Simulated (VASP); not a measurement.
# Sr: relaxation of cell and atoms with PBE

The system is Sr.

```xyz
1
Lattice="0.0000 3.0423 3.0423 3.0423 0.0000 3.0423 3.0423 3.0423 0.0000" Properties=species:S:1:pos:R:3 pbc="T T T"
Sr    0.0000    0.0000    0.0000
```

| Property | Result |
| --- | --- |
| Program | VASP 6.6.1 |
| Task | relaxation of cell and atoms |
| Functional | PBE |
| Potentials or basis | VASP PAW PBE potentials, release 64 (Sr_sv) |
| Cutoff | 600 eV |
| k mesh | 8 × 8 × 8 |
| Occupations | fermi-dirac, width 0.05 eV |
| Spin | no spin polarisation |
| Target pressure | 10 GPa |
| Dipole correction | no |
| Further INCAR settings | ALGO = Fast; EDIFF = 1e-06; IBRION = 2; EDIFFG = -0.01; NSW = 60; ISIF = 3 |

| Item | Value |
| --- | --- |
| Relaxed volume | 35.81 Å³/atom |
| Relaxed cell | a = 3.700 Å, b = 3.700 Å, c = 3.700 Å, α = 60.00°, β = 60.00°, γ = 60.00° |
| Space group after relaxing (to 0.1 Å) | Fm-3m (No. 225) |
| Energy change on relaxing (the run minimises the enthalpy) | +438.9 meV/atom |
| Ionic steps | 5 |
| Pressure after relaxing | 10.0 GPa |
| Band gap on the k mesh | zero (bands 5 and 6 overlap by 0.08 eV) |

The path:
```tsv
step	energy change (eV)	largest force (eV/Å)	pressure (GPa)	volume (Å³)
1	0.0000	0.0000	-0.31	56.32
2	0.7577	0.0000	14.82	31.64
3	0.4673	0.0000	10.42	35.36
4	0.4389	0.0000	9.95	35.81
5	0.4389	0.0000	9.96	35.81
```

Final structure:
```xyz
1
Lattice="0.0000 2.6160 2.6160 2.6160 0.0000 2.6160 2.6160 2.6160 0.0000" Properties=species:S:1:pos:R:3 pbc="T T T"
Sr    2.6160    2.6160    0.0000
```

Levels at points of the mesh, in eV from the Fermi level:
```
           k point  band 2  band 3  band 4  band 5  band 6  band 7  band 8  band 9
(0.00, 0.00, 0.00)  -17.54  -17.54  -17.54   -4.12    2.82    2.82    2.82    5.13
(0.50, 0.00, 0.00)  -18.35  -17.64  -17.64   -1.33    1.12    2.56    2.56    6.81
(0.50, 0.50, 0.00)  -18.29  -17.82  -17.82   -1.24   -0.13    2.63    6.84    7.33
```

It took 63 s on 1 thread of Intel(R) Xeon(R) Platinum 8488C (Sapphire Rapids) (shared host), peak memory 0.22 GiB.

Caveat: the cell is relaxed towards a set pressure, so the run minimises the enthalpy, not the energy; the volume moved by over 15 % at a fixed basis, so the end points are rough.
